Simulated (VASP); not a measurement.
**In: vibrations by perturbation theory with PBE**

The system is In.

```
In
1.0
     3.33548    0.00000    0.00000
    -1.66774    2.88861    0.00000
     0.00000    0.00000    5.50914
In
2
Direct
  0.66667 0.33333 0.75000
  0.33333 0.66667 0.25000
```

This isn't the form of In at room conditions, which is tetragonal.

| Property | Result |
| --- | --- |
| Program | VASP 6.6.1 |
| Task | vibrations by perturbation theory |
| Functional | PBE |
| Potentials or basis | VASP PAW PBE potentials, release 64 (In_d) |
| Cutoff | 520 eV |
| k mesh | 7 × 7 × 4 |
| Occupations | fermi-dirac, width 0.05 eV |
| Spin | no spin polarisation |
| Dipole correction | no |
| Further INCAR settings | ALGO = Normal; EDIFF = 1e-08; IBRION = 8; NSW = 1 |

```yaml
Highest_phonon_frequency_at_Γ: 121 cm⁻¹
```

Phonon frequencies in cm⁻¹ (negative: imaginary):
```tsv
q point	frequencies
(0.000, 0.000, 0.000)	0 0 0 36 36 121
```

Wall time 4 min on 1 thread of AMD EPYC 7R43 64-Core Processor (Zen 3), with other jobs on the host, peak memory 0.26 GiB.

Caveat: the cell stands under pressure or tension, which shifts response properties.
